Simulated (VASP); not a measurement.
Crystal: WC.

```
W C
1.0
    -2.92091    0.00000   -2.85358
     1.46045   -2.52957    0.00000
    -2.92091    0.00000    2.85358
W C
2 2
Cartesian
  0.0000 0.0000 0.0000
  -2.9209 0.0000 0.0000
  -2.9209 -1.6864 -1.4268
  -2.9209 -1.6864 1.4268
```

| Quantity | Value |
| --- | --- |
| Program | VASP 6.6.1 |
| Task | relaxation of cell and atoms |
| Functional | PBE |
| Potentials or basis | VASP PAW PBE potentials, release 64 (W_sv, C) |
| Cutoff | 600 eV |
| k mesh | 7 × 7 × 7 |
| Occupations | methfessel-paxton, width 0.1057 eV |
| Spin | no spin polarisation |
| Hubbard terms | W d U = 4.66 eV, J = 0.92 eV |

At the start: pressure 8.4 GPa; volume 10.54 Å³/atom.

Where does the relaxation end?

Over 6 steps the energy falls by 5.9 meV/atom and the volume is 10.77 Å³/atom (+2.2 %); space group P-6m2 (No. 187, to 0.05 Å).

The path:
```
step  energy change (eV)  largest force (eV/Å)  pressure (GPa)  volume (Å³)
   1              0.0000                0.0094            8.36        42.17
   2              0.1328                0.0061          -18.82        45.62
   3             -0.0235                0.0042           -0.19        43.11
   4             -0.0235                0.0043           -0.02        43.09
   5             -0.0235                0.0029            0.02        43.10
   6             -0.0238                0.0037            0.00        43.09
```

Final structure:
```
W C
1.0
    -2.94326    0.00159   -2.87029
     1.47300   -2.55131    0.00000
    -2.94326    0.00159    2.87029
W C
2 2
Direct
  0.00004 0.00005 0.00004
  0.50004 0.00005 0.50004
  0.91662 0.66662 0.41662
  0.41662 0.66662 0.91662
```

Caveat: U without spin polarisation on a metal has little footing; the U is typed as a test and isn't derived for this compound.
